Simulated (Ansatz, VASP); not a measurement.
## Two plane-wave programs on Hg

INCAR

```
  AGGAC = 1.0
  AGGAX = 1.0
  ALDAC = 0.0
  ALDAX = 1.0
  ALGO = Normal
  EDIFF = 1E-7
  EDIFFG = -0.01
  ENCUT = 550
  GGA = B5
  GGA_COMPAT = F
  IBRION = 2
  ISIF = 3
  ISMEAR = -1
  LASPH = T
  LCHARG = F
  LREAL = F
  LWAVE = F
  NELM = 120
  NELMIN = 4
  NSW = 80
  PREC = Accurate
  SIGMA = 0.1
```

KPOINTS

```
k-points
0
Gamma
  11 11 11
```

The input POSCAR:

```
Hg
1.0
    1.7290008993      0.9982391346      2.2280000000
   -1.7290008993      0.9982391346      2.2280000000
    0.0000000000     -1.9964782693      2.2280000000
Hg
1
Direct
    1.0000000000      0.0000000000      0.0000000000
```

Input for Ansatz:

```yaml
crystal:
  lattice:
    - [1.7290008993, 0.9982391346, 2.228]
    - [-1.7290008993, 0.9982391346, 2.228]
    - [0.0, -1.9964782693, 2.228]
  atoms:
    - { symbol: Hg, position: [1.0, 0.0, 0.0] }
hamiltonian:
  xc: blyp
  pseudopotentials:
    kind: paw
    azcp:
      Hg: "pseudopotentials/Hg.paw.azcp"
basis:
  ecutwfc: 420
  fft_grid_basis: typed
kpoints:
  mp_grid: { grid: [11, 11, 11], shift: [0, 0, 0] }
magnetization:
  spin_polarized: false
scf:
  occupations: { method: fermi_dirac, width: 0.1 }
relax:
  max_steps: 60
  f_tol: 0.01
  cell: {}
```

Alike in both runs: task relaxation of cell and atoms; functional BLYP; k mesh 11 × 11 × 11; occupations fermi-dirac, width 0.1 eV; no spin polarisation.

|  | VASP | Ansatz |
| --- | --- | --- |
| version | VASP 6.6.1 | Ansatz 0.2.0 |
| potentials or method | VASP PAW PBE potentials, release 64 (Hg_sv_GW), cutoff 550 eV | plane waves (420 eV) with PAW, scalar-relativistic |
| valence electrons in the cell | 20 | 20 |

VASP gave:

| Item | Value |
| --- | --- |
| relaxed volume (Å³/atom) | 35.38 |
| relaxed length of the cell vector where the two differ most in proportion (Å) | 3.651 |

Question: Estimate Ansatz's values.

Answer: Relaxed volume (Å³/atom): 127.82; relaxed length of the cell vector where the two differ most in proportion (Å): 5.235.

VASP's potentials were made for PBE, not for BLYP. One of these differences is far larger than is usual between the two programs; its cause wasn't traced.

Spin-orbit coupling is off throughout. Noted on VASP's run: the volume moved by over 15 % at a fixed basis, so the end points are rough.
